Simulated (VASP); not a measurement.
Set up this calculation in VASP 6.6.1, as the native input.

| Property | Result |
| --- | --- |
| Task | single point |
| Functional | r2SCAN |
| Dispersion | D3(BJ) |
| Potentials or basis | VASP PAW PBE potentials, release 64 (Cd, Se) |
| Cutoff | 520 eV |
| k mesh | 8 × 8 × 8 |
| Occupations | fermi-dirac, width 0.05 eV |
| Spin | no spin polarisation |
| Dipole correction | no |
| Further INCAR settings | ALGO = Normal; EDIFF = 1e-07; NBANDS = 16 |

CdSe:

```xyz
2
Lattice="0.0000 3.0497 3.0497 3.0497 0.0000 3.0497 3.0497 3.0497 0.0000" Properties=species:S:1:pos:R:3 pbc="T T T"
Cd    0.0000    0.0000    0.0000
Se    1.5248    1.5248    1.5248
```

The input as run:

POSCAR

```
CdSe
1.0
    0.0000000000      3.0496647307      3.0496647307
    3.0496647307      0.0000000000      3.0496647307
    3.0496647307      3.0496647307      0.0000000000
Cd Se
1 1
Direct
    0.0000000000      0.0000000000      0.0000000000
    0.2500000000      0.2500000000      0.2500000000
```

INCAR.step1

```
SYSTEM = CdSe
PREC = Accurate
ENCUT = 520
ISMEAR = -1
SIGMA = 0.05
LREAL = .False.
LASPH = .True.
NELM = 80
NBANDS = 16
GGA = PE
ALGO = Normal
EDIFF = 1E-4
LWAVE = .True.
LCHARG = .False.
```

INCAR.step2

```
SYSTEM = CdSe
PREC = Accurate
ENCUT = 520
EDIFF = 1E-7
ISMEAR = -1
SIGMA = 0.05
LREAL = .False.
LASPH = .True.
NELM = 80
ALGO = Normal
ISIF = 2
LWAVE = .False.
LCHARG = .False.
METAGGA = R2SCAN
LMIXTAU = .True.
IVDW = 12
VDW_S6 = 1.0
VDW_S8 = 0.78981345
VDW_A1 = 0.49484001
VDW_A2 = 5.73083694
NBANDS = 16
ISTART = 1
```

KPOINTS

```
Automatic mesh
0
Gamma
  8 8 8
  0 0 0
```

Potentials or basis: VASP PAW PBE potentials, release 64 (Cd, Se).

The run is started by

```console
$ cat potpaw_PBE.64/Cd/POTCAR potpaw_PBE.64/Se/POTCAR > POTCAR
$ cp INCAR.step1 INCAR
$ mpirun -np 1 vasp_std > vasp.out
$ cp INCAR.step2 INCAR
$ mpirun -np 1 vasp_std > vasp.out
```

Results of the run:

* Pressure: 0.3 GPa
* Band gap on the k mesh: 1.07 eV, direct
* Dispersion energy per atom: -0.153 eV

Caveat: the PAW data sets were made with another functional, which shifts forces and pressure a little.

Wall time 2.3 min on 1 thread of AMD EPYC 7R43 64-Core Processor (Zen 3), with other jobs on the host, peak memory 0.17 GiB.
